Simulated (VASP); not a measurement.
Set up this calculation in VASP 6.6.1, as the native input.

```
Task                   : single point
Functional             : PBE
Potentials or basis    : VASP PAW PBE potentials, release 64 (Zr_sv, B)
Cutoff                 : 520 eV
k mesh                 : 10 × 10 × 8
Occupations            : fermi-dirac, width 0.05 eV
Spin                   : no spin polarisation
Dipole correction      : no
Further INCAR settings : ALGO = Normal; EDIFF = 1e-06; NBANDS = 16
```

The structure of ZrB2 lies in POSCAR:

```
ZrB2
1.0
    3.1700000000      0.0000000000      0.0000000000
   -1.5850000000      2.7453005300      0.0000000000
    0.0000000000      0.0000000000      3.5330000000
Zr B
1 2
Direct
    0.0000000000      0.0000000000      0.0000000000
    0.3424398045      0.6848796089      0.5000000000
    0.6666666667      0.3333333333      0.5000000000
```

One way to write it, as run:

INCAR

```
  PREC = Accurate
  ENCUT = 520
  EDIFF = 1E-6
  ISMEAR = -1
  SIGMA = 0.05
  LREAL = False
  LASPH = True
  NELM = 100
  ALGO = Normal
  ISIF = 2
  LWAVE = False
  LCHARG = False
  GGA = PE
  NBANDS = 16
```

KPOINTS

```
regular mesh
0
Gamma
  10 10 8
```

Potentials or basis: VASP PAW PBE potentials, release 64 (Zr_sv, B).

The run is started by

```sh
$ cat potpaw_PBE.64/Zr_sv/POTCAR potpaw_PBE.64/B/POTCAR > POTCAR
$ mpirun -np 1 vasp_std > vasp.out
```

Results of the run:

| Item | Value |
| --- | --- |
| Pressure | 1.2 GPa |
| Largest force | 0.783 eV/Å |
| Band gap on the k mesh | zero (bands 9 and 10 overlap by 0.63 eV) |

Wall time 29 s on 1 thread of Intel(R) Xeon(R) Platinum 8488C (Sapphire Rapids), on a shared host, peak memory 0.2 GiB.
